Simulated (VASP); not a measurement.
Write the native input for VASP 6.6.1 that does the following.

```yaml
Task: single point
Functional: r2SCAN
Potentials_or_basis: VASP PAW PBE potentials, release 64 (Ga_d, N)
Cutoff: 520 eV
k_mesh: 8 × 8 × 5
Occupations: gaussian, width 0.03 eV
Spin: no spin polarisation
Dipole_correction: no
Further_INCAR_settings: ALGO = Normal; EDIFF = 1e-07; NBANDS = 26
```

GaN:

```
CELL_PARAMETERS angstrom
3.18900 0.00000 0.00000
-1.59450 2.76176 0.00000
0.00000 0.00000 5.15389
ATOMIC_POSITIONS crystal
Ga 0.33333 0.66667 0.99949
Ga 0.66667 0.33333 0.49949
N 0.33333 0.66667 0.37751
N 0.66667 0.33333 0.87751
```

These files were run (other wordings do the same):

POSCAR

```
GaN
1.0
    3.1889999985      0.0000000000      0.0000000000
   -1.5944999992      2.7617550113      0.0000000000
    0.0000000000      0.0000000000      5.1538900000
Ga N
2 2
Direct
    0.3333333333      0.6666666667     -0.0005075269
    0.6666666667      0.3333333333      0.4994924731
    0.3333333333      0.6666666667      0.3775075269
    0.6666666667      0.3333333333      0.8775075269
```

INCAR.step1

```
SYSTEM = GaN
  ALGO = Normal
  EDIFF = 1E-4
  ENCUT = 520
  GGA = PE
  ISMEAR = 0
  LASPH = .True.
  LCHARG = .False.
  LREAL = .False.
  LWAVE = .True.
  NBANDS = 26
  NELM = 80
  PREC = Accurate
  SIGMA = 0.03
```

INCAR.step2

```
SYSTEM = GaN
  ALGO = Normal
  EDIFF = 1E-7
  ENCUT = 520
  ISIF = 2
  ISMEAR = 0
  ISTART = 1
  LASPH = .True.
  LCHARG = .True.
  LELF = .True.
  LMIXTAU = .True.
  LREAL = .False.
  LVHAR = .True.
  LWAVE = .False.
  METAGGA = R2SCAN
  NBANDS = 26
  NELM = 80
  PREC = Accurate
  SIGMA = 0.03
```

KPOINTS

```
k-points
0
Gamma
  8 8 5
  0 0 0
```

Potentials or basis: VASP PAW PBE potentials, release 64 (Ga_d, N).

Run with:

```sh
$ cat potpaw_PBE.64/Ga_d/POTCAR potpaw_PBE.64/N/POTCAR > POTCAR
$ cp INCAR.step1 INCAR
$ mpirun -np 1 vasp_std > vasp.out
$ cp INCAR.step2 INCAR
$ mpirun -np 1 vasp_std > vasp.out
```

Results of the run:

```json
{
  "Pressure": "1.5 GPa",
  "Band gap on the k mesh": "2.38 eV, direct"
}
```

Caveat: the PAW data sets were made with another functional, which shifts forces and pressure a little.

Wall time 3.7 min on 1 thread of AMD EPYC 7R43 64-Core Processor (Zen 3) (shared host), peak memory 0.14 GiB.
